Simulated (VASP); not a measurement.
# LiTi12 (a cell with a defect) in VASP: single point with LDA

Aim: the single point of LiTi12 (a cell with a defect) with LDA.

Everything below comes from runs of VASP 6.6.1. Logs are shortened: lines on timing, memory, paths and dates and some standing lists are left out, and cuts for length are marked.

### Step 1. The cell of the first run

The cell holds a defect, 13 atoms: a = 5.900 Å, b = 8.850 Å, c = 4.685 Å, α = 90.00°, β = 90.00°, γ = 120.00°.

### Step 2. Single point, LDA

The input, INCAR:

```
SYSTEM = LiTi12
PREC = Accurate
ENCUT = 520
EDIFF = 1E-6
ISMEAR = -1
SIGMA = 0.15
LREAL = .FALSE.
LASPH = .TRUE.
NELM = 80
ALGO = Normal
ISIF = 2
LWAVE = .FALSE.
LCHARG = .FALSE.
NBANDS = 86
```

The input, KPOINTS:

```
Automatic mesh
0
G
  3 2 4
  0 0 0
```

The input, POSCAR:

```
LiTi12
1.0
    5.9000000000      0.0000000000      0.0000000000
   -4.4250000000      7.6643250000      0.0000000000
    0.0000000000      0.0000000000      4.6846000000
Ti Li
12 1
Direct
    0.0292927682      0.0173349904      0.0214127140
    0.1937741494      0.2235831596      0.5590304402
   -0.0548877621      0.2773132663      0.1702277676
    0.2336151971      0.6281260254      0.3537031977
   -0.0149929068      0.6814225649     -0.0352632028
    0.1489132339      0.8878834079      0.5026433420
    0.4756879077     -0.0192301344      0.0329304530
    0.6249486775      0.2104450164      0.5783605857
    0.5029580598      0.3476577520      0.0460897409
    0.6754920176      0.5575742156      0.4781221449
    0.5544806369      0.6951976854     -0.0538440849
    0.7023551222      0.9246255867      0.4909674252
    0.0904439039      0.4528146967      0.7620050805
```

Potentials or basis: VASP PAW LDA potentials, release 64 (Ti_sv, Li_sv).

Started as:

```sh
> cat potpaw_LDA.64/Ti_sv/POTCAR potpaw_LDA.64/Li_sv/POTCAR > POTCAR
> mpirun -np 1 vasp_std > vasp.out
```

OUTCAR:

```text
SYSTEM = LiTi12
   PREC = Accurate
   ENCUT = 520
   EDIFF = 1E-6
   ISMEAR = -1
   LREAL = .FALSE.
   LASPH = .TRUE.
   NELM = 80
   ISIF = 2

 ion  position               nearest neighbor table
   1  0.029  0.017  0.021-   3 2.68   2 2.68  12 2.77   6 2.78   7 2.81  11 2.85   9 2.86   5 2.86
                             6 2.92
   2  0.194  0.224  0.559-   3 2.53  13 2.57   8 2.61   1 2.68   9 2.78  12 2.80   6 2.86   9 2.88

   3  0.945  0.277  0.170-  13 2.34   2 2.53   8 2.54   1 2.68   7 2.78   4 2.83
   4  0.234  0.628  0.354-  13 2.34   5 2.53  11 2.54   6 2.68  12 2.77   3 2.83
   5  0.985  0.681  0.965-   4 2.53  13 2.58  11 2.60   6 2.68  10 2.78   7 2.80   1 2.86  10 2.88

   6  0.149  0.888  0.503-   4 2.68   5 2.68   7 2.77   1 2.78  12 2.81   8 2.85   2 2.86  10 2.86
                             1 2.92
   7  0.476  0.981  0.033-  12 2.70   6 2.77   8 2.77   3 2.78   5 2.80   1 2.81  11 2.82
   8  0.625  0.210  0.578-   3 2.54   2 2.61  13 2.64   7 2.77   9 2.77  12 2.82   6 2.85
   9  0.503  0.348  0.046-  10 2.59   8 2.77   2 2.78   1 2.86   2 2.88
  10  0.675  0.558  0.478-   9 2.59  11 2.77   5 2.78   6 2.86   5 2.88
  11  0.554  0.695  0.946-   4 2.54   5 2.60  13 2.64  12 2.77  10 2.77   7 2.82   1 2.85
  12  0.702  0.925  0.491-   7 2.70   1 2.77  11 2.77   4 2.77   2 2.80   6 2.81   8 2.82
  13  0.090  0.453  0.762-   4 2.34   3 2.34   2 2.57   5 2.58  11 2.64   8 2.64

  LATTYP: Found a simple monoclinic cell.
 ALAT       =     5.9000000000
 B/A-ratio  =     0.7940000000
 C/A-ratio  =     1.3228756849
 COS(beta)  =    -0.1889822323

  Lattice vectors:

 A1 = (   5.9000000000,   0.0000000000,   0.0000000000)
 A2 = (   0.0000000000,   0.0000000000,   4.6846000000)
 A3 = (  -1.4750000000,  -7.6643250000,   0.0000000000)

Analysis of symmetry for initial positions (statically):
=====================================================================
 Subroutine PRICEL returns:
 Original cell was already a primitive cell.

 Routine SETGRP: Setting up the symmetry group for a
 simple monoclinic supercell.

 Subroutine GETGRP returns: Found  1 space group operations
 (whereof  1 operations were pure point group operations)
 out of a pool of  4 trial point group operations.

The static configuration has the point symmetry C_1 .

Analysis of symmetry for dynamics (positions and initial velocities):
=====================================================================
 Subroutine PRICEL returns:
 Original cell was already a primitive cell.

 Routine SETGRP: Setting up the symmetry group for a
 simple monoclinic supercell.

 Subroutine GETGRP returns: Found  1 space group operations
 (whereof  1 operations were pure point group operations)
 out of a pool of  4 trial point group operations.

The dynamic configuration has the point symmetry C_1 .

 Subroutine INISYM returns: Found  1 space group operations
 (whereof  1 operations are pure point group operations),
 and found     1 'primitive' translations

----------------------------------------------------------------------------------------

                                     Primitive cell

  volume of cell :     211.8354

  direct lattice vectors                    reciprocal lattice vectors
     5.900000000  0.000000000  0.000000000     0.169491525  0.097855976  0.000000000
    -4.425000000  7.664325000  0.000000000     0.000000000  0.130474634  0.000000000
     0.000000000  0.000000000  4.684600000     0.000000000  0.000000000  0.213465397

  length of vectors
     5.900000000  8.850000153  4.684600000     0.195711955  0.130474634  0.213465397

  position of ions in fractional coordinates (direct lattice)
     0.029292768  0.017334990  0.021412714
     0.193774149  0.223583160  0.559030440
     0.945112238  0.277313266  0.170227768
     0.233615197  0.628126025  0.353703198
     0.985007093  0.681422565  0.964736797
     0.148913234  0.887883408  0.502643342
     0.475687908  0.980769866  0.032930453
     0.624948678  0.210445016  0.578360586
     0.502958060  0.347657752  0.046089741
     0.675492018  0.557574216  0.478122145
     0.554480637  0.695197685  0.946155915
     0.702355122  0.924625587  0.490967425
     0.090443904  0.452814697  0.762005081

  ion indices of the primitive-cell ions
   primitive index   ion index
[... 52 lines left out ...]
 -----------------------------------------------------------------------------

 Subroutine IBZKPT returns following result:
 ===========================================

 Found     14 irreducible k-points:

 Following reciprocal coordinates:
            Coordinates               Weight
  0.000000  0.000000  0.000000      1.000000
  0.333333 -0.000000  0.000000      2.000000
  0.000000  0.500000  0.000000      1.000000
  0.333333  0.500000  0.000000      2.000000
  0.000000  0.000000  0.250000      2.000000
  0.333333 -0.000000  0.250000      2.000000
 -0.333333  0.000000  0.250000      2.000000
  0.000000  0.500000  0.250000      2.000000
  0.333333  0.500000  0.250000      2.000000
 -0.333333  0.500000  0.250000      2.000000
  0.000000  0.000000  0.500000      1.000000
  0.333333 -0.000000  0.500000      2.000000
  0.000000  0.500000  0.500000      1.000000
  0.333333  0.500000  0.500000      2.000000
   k-points           NKPTS =     14   k-points in BZ     NKDIM =     14   number of bands    NBANDS=     86
   number of dos      NEDOS =    301   number of ions     NIONS =     13
   total plane-waves  NPLWV = 120960
   dimension x,y,z NGX =    48 NGY =   70 NGZ =   36
   dimension x,y,z NGXF=    96 NGYF=  140 NGZF=   72
   ions per type =              12   1
   NGX,Y,Z   is equivalent  to a cutoff of  13.53, 13.15, 12.78 a.u.
   NGXF,Y,Z  is equivalent  to a cutoff of  27.05, 26.30, 25.55 a.u.
 SYSTEM =  LiTi12
   PREC   = accura    normal or accurate (medium, high low for compatibility)
   ISTART =      0    job   : 0-new  1-cont  2-samecut
   ICHARG =      2    charge: 1-file 2-atom 10-const
   ISPIN  =      1    spin polarized calculation?
   LNONCOLLINEAR =      F non collinear calculations
   LSORBIT =      F    spin-orbit coupling
   LASPH  =      T    aspherical Exc in radial PAW
   ENCUT  =  520.0 eV  38.22 Ry    6.18 a.u.  10.97 16.46  8.71*2*pi/ulx,y,z
   NELM   =     80;   NELMIN=  2; NELMDL= -5     # of ELM steps
   EDIFF  = 0.1E-05   stopping-criterion for ELM
   LREAL  =      F    real-space projection
   EDIFFG = 0.1E-04   stopping-criterion for IOM
   NSW    =      0    number of steps for IOM
   IBRION =     -1    ionic relax: 0-MD 1-quasi-New 2-CG
   NFREE  =      0    steps in history (QN), initial steepest desc. (CG)
   ISIF   =      2    stress and relaxation
   ISYM   =      2    0-nonsym 1-usesym 2-fastsym
   POTIM  = 0.5000    time-step for ionic-motion
   TEBEG  =    0.0;   TEEND  =   0.0 temperature during run
   PSTRESS=    0.0 pullay stress
   NELECT =     147.0000    total number of electrons
   NUPDOWN=      -1.0000    fix difference up-down
   EMIN   =  10.00;   EMAX   =-10.00  energy-range for DOS
   EFERMI =   0.00;   METHOD = LEGACY
   ISMEAR =    -1;   SIGMA  =   0.15  broadening in eV -4-tet -1-fermi 0-gaus
   EFERMI_NEDOS =   21; number of points for ismear=-14 and -15
   IALGO  =     38    algorithm
   IMIX   =      4    mixing-type and parameters
     AMIX     =   0.40;   BMIX     =  1.00
     AMIX_MAG =   1.60;   BMIX_MAG =  1.00
  volume/ion in A,a.u.               =      16.30       109.96
  Fermi-wavevector in a.u.,A,eV,Ry     =   1.449376  2.738924 28.581642  2.100691
  Thomas-Fermi vector in A             =   2.567110
   LORBIT       =      0    0 simple, 1 ext, 2 COOP (PROOUT), +10 PAW based schemes
   GGA     = CA    functional components
   LHFCALC =     F    Hartree Fock is set to
   AEXX    =    0.0000 exact exchange contribution
   IVDW    =     0    specifies the selected vdW correction
   LEPSILON=     F    determine dielectric tensor
   LRPA    =     F    only Hartree local field effects (RPA)
 non-spin polarized calculation
  energy-cutoff  :      520.00
  volume of cell :      211.84
 maximum number of plane-waves:      5706
 NGX is ok and might be reduce to    48
   NGX = 21   NGY = 33   NGZ = 17

 number of electron     147.0000003 magnetization

 Free energy of the ion-electron system (eV)
  ---------------------------------------------------
  ext. energy  EPLUGINS =         0.00000000
  ---------------------------------------------------
  free energy    TOTEN  =      -102.96009385 eV

  energy without entropy =     -101.64447831  energy(sigma->0) =     -102.30228608

 E-fermi :   7.9815     XC(G=0): -11.7814

 val. band max:        7.9772887845   @ k =   0.3333  -0.0000   0.0000
 cond. band min:       7.9818814571   @ k =   0.3333   0.5000   0.2500
 fundamental gap:      0.0045926726
 Fermi energy:         7.9814877770

 k-point     1 :       0.0000    0.0000    0.0000
  band No.  band energies     occupation
      1     -47.9769      2.00000
      2     -47.8789      2.00000
      3     -47.8737      2.00000
      4     -47.7809      2.00000
      5     -47.7598      2.00000
      6     -47.7577      2.00000
[... 1221 lines left out ...]
     84       8.9970      0.00229
     85       9.0984      0.00117
 [bands above 85 left out]

------------------------ aborting loop because EDIFF is reached ----------------------------------------

  FORCE on cell =-STRESS in cart. coord.  units (eV):
  Direction    XX          YY          ZZ          XY          YZ          ZX
  --------------------------------------------------------------------------------------
  -------------------------------------------------------------------------------------
  Total       -6.7178623     -4.6511077      0.7213637      0.8095119     -1.9212385     -0.6261261
  in kB      -50.8093035    -35.1777888      5.4559006      6.1225932    -14.5309304     -4.7355882
  external PRESSURE =     -26.8437306 kB  Pullay stress =       0.0000000 kB

 VOLUME and BASIS-vectors are now :
 -----------------------------------------------------------------------------
  energy-cutoff  :      520.00
  volume of cell :      211.84
      direct lattice vectors                 reciprocal lattice vectors
     5.900000000  0.000000000  0.000000000     0.169491525  0.097855976  0.000000000
    -4.425000000  7.664325000  0.000000000     0.000000000  0.130474634  0.000000000
     0.000000000  0.000000000  4.684600000     0.000000000  0.000000000  0.213465397

 POSITION                                       TOTAL-FORCE (eV/Angst)
 -----------------------------------------------------------------------------------
      0.09612      0.13286      0.10031        -0.000782     -0.006251      0.004539
      0.15391      1.71361      2.61883         0.007611     -0.004107      0.004009
      4.34905      2.12542      0.79745        -0.005605      0.002318     -0.003060
     -1.40113      4.81416      1.65696         0.001969     -0.004862      0.000383
      2.79625      5.22264      4.51941        -0.007462      0.001407     -0.001894
     -3.05030      6.80503      2.35468        -0.002746      0.009024     -0.007625
     -1.53335      7.51694      0.15427         0.007203      0.003173      0.002163
      2.75598      1.61292      2.70939        -0.007932     -0.001437      0.001339
      1.42907      2.66456      0.21591         0.000685     -0.002862     -0.003482
      1.51814      4.27343      2.23981         0.002167      0.005751      0.001626
      0.19519      5.32822      4.43236         0.003962     -0.000405     -0.003509
      0.05243      7.08663      2.29999         0.003245      0.000262      0.003717
     -1.47009      3.47052      3.56969        -0.002315     -0.002013      0.001794
 -----------------------------------------------------------------------------------
    total drift:                                0.000336      0.000020      0.000723

  FREE ENERGIE OF THE ION-ELECTRON SYSTEM (eV)
  ---------------------------------------------------
  free  energy   TOTEN  =      -102.9600938501 eV

  energy  without entropy=     -101.6444783121  energy(sigma->0) =     -102.30228608
```

It took 5.3 min on 1 thread of Intel Xeon Platinum 8488C (Sapphire Rapids), shared host; peak memory 0.36 GiB.

What came out:

| Quantity | Value |
| --- | --- |
| Free energy | -102.9601 eV |
| Largest force | 0.012 eV/Å |
| Band gap on the k mesh | zero (an odd number of electrons rules out a gap without spin polarisation) |

Forces on the atoms (eV/Å):
```
Ti  -0.001 -0.006  0.005
Ti   0.008 -0.004  0.004
Ti  -0.006  0.002 -0.003
Ti   0.002 -0.005  0.000
Ti  -0.007  0.001 -0.002
Ti  -0.003  0.009 -0.008
Ti   0.007  0.003  0.002
Ti  -0.008 -0.001  0.001
Ti   0.001 -0.003 -0.003
Ti   0.002  0.006  0.002
Ti   0.004  0.000 -0.004
Ti   0.003  0.000  0.004
Li  -0.002 -0.002  0.002
```

Caveat: the k points lie up to 0.41 Å⁻¹ apart, too coarse for converged energies and pressures of a metal; the cutoff is under 1.25 times the usual one of these potentials, so pressure, stress and relaxed cells hold a basis-set (Pulay) error.
